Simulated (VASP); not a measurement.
Input of a VASP 6.6.1 run:

File INCAR:

```
SYSTEM = Ti
  PREC = Accurate
  ENCUT = 600
  EDIFF = 1E-6
  ISMEAR = -1
  SIGMA = 0.1
  LREAL = .FALSE.
  LASPH = .TRUE.
  NELM = 60
  ALGO = Normal
  ISIF = 3
  LWAVE = .FALSE.
  LCHARG = .FALSE.
  GGA = RP
  IBRION = 2
  NSW = 80
  EDIFFG = -0.01
```

The input KPOINTS:

```
Automatic mesh
0
G
  12 12 12
  0 0 0
```

The input POSCAR:

```
Ti
1.0
    2.6717143674      0.0000000000      0.0000000000
    0.0000000000      2.6717143674      0.0000000000
    0.0000000000      0.0000000000      2.6717143674
Ti
1
Direct
    0.0000000000      0.0000000000      0.0000000000
```

Potentials or basis: VASP PAW PBE potentials, release 64 (Ti_sv).

The run is started by

```bash
$ cat potpaw_PBE.64/Ti_sv/POTCAR > POTCAR
$ mpirun -np 1 vasp_std > vasp.out
```

(1) What does it give for the space group after relaxing (to 0.05 Å)?

(2) What does it give for the band gap on the k mesh?

(3) What does it give for the relaxed cell?

(4) Estimate the relaxed volume.

## Answers

(1) Pm-3m (No. 221).

(2) zero (band 6 reaches 8.07 eV, above the bottom of band 7 at 6.04 eV).

(3) a = 2.677 Å, b = 2.677 Å, c = 2.677 Å, α = 90.00°, β = 90.00°, γ = 90.00°.

(4) 19.19 Å³/atom.

Caveat: the PAW data sets were made with another functional, which shifts forces and pressure a little.
